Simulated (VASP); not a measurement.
PbSe:

```
Pb Se
1.0
     0.00000    3.09082    3.09082
     3.09082    0.00000    3.09082
     3.09082    3.09082    0.00000
Pb Se
1 1
Direct
  0.00000 0.00000 0.00000
  0.50000 0.50000 0.50000
```

```yaml
Program: VASP 6.6.1
Task: relaxation of cell and atoms
Functional: PBEsol
Potentials_or_basis: VASP PAW PBE potentials, release 64 (Pb_d, Se)
Cutoff: 600 eV
k_mesh: 10 × 10 × 10
Occupations: gaussian, width 0.01 eV
Spin: no spin polarisation
```

At the start: pressure -1.9 GPa; volume 29.53 Å³/atom.

Problem. How do energy, volume and symmetry change on relaxing?

Solution. Over 3 steps the energy falls by 6.6 meV/atom and the volume is 28.44 Å³/atom (-3.7 %); space group Fm-3m (No. 225, to 0.1 Å) before and after.

The path:
```tsv
step	energy change (eV)	largest force (eV/Å)	pressure (GPa)	volume (Å³)
1	0.0000	0.0000	-1.87	59.05
2	-0.0116	0.0000	0.72	56.15
3	-0.0132	0.0000	-0.02	56.88
```

Final structure:
```
Pb Se
1.0
     0.00000    3.05233    3.05233
     3.05233    0.00000    3.05233
     3.05233    3.05233    0.00000
Pb Se
1 1
Cartesian
  0.0000 0.0000 0.0000
  3.0523 3.0523 3.0523
```

Caveat: the PAW data sets were made with another functional, which shifts forces and pressure a little.
